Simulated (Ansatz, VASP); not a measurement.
## One calculation of BN, two programs

```
CELL_PARAMETERS angstrom
2.49824 0.00000 0.00000
-1.24912 2.16354 0.00000
0.00000 0.00000 6.63570
ATOMIC_POSITIONS crystal
N 0.66667 0.33333 0.25000
N 0.33333 0.66667 0.75000
B 0.66667 0.33333 0.75000
B 0.33333 0.66667 0.25000
```

Alike in both runs: task relaxation of cell and atoms; functional PBEsol; dispersion D3(BJ); k mesh 12 × 12 × 4; occupations fermi-dirac, width 0.05 eV; no spin polarisation.

|  | VASP | Ansatz |
| --- | --- | --- |
| version | VASP 6.6.1 | Ansatz 0.2.0 |
| potentials or method | VASP PAW PBE potentials, release 64 (N, B) | Ansatz PAW |
| plane-wave cutoff (eV) | 600 | 420 |
| valence electrons in the cell | 16 | 16 |

Ansatz gave:

* gap on the k mesh at the Fermi level, each at its own relaxed structure (eV): 4.10
* relaxed volume (Å³/atom): 8.69
* relaxed cell length with the largest relative difference (Å): 6.418

Problem. Which values does VASP return?

Solution. gap on the k mesh at the Fermi level, each at its own relaxed structure (eV): 4.07; relaxed volume (Å³/atom): 8.61; relaxed cell length with the largest relative difference (Å): 6.357.

VASP's potentials were made for PBE, not for PBEsol.

Noted on Ansatz's run: the plane-wave basis is chosen anew once the cell has moved, so the energies of steps on either side of that aren't comparable.
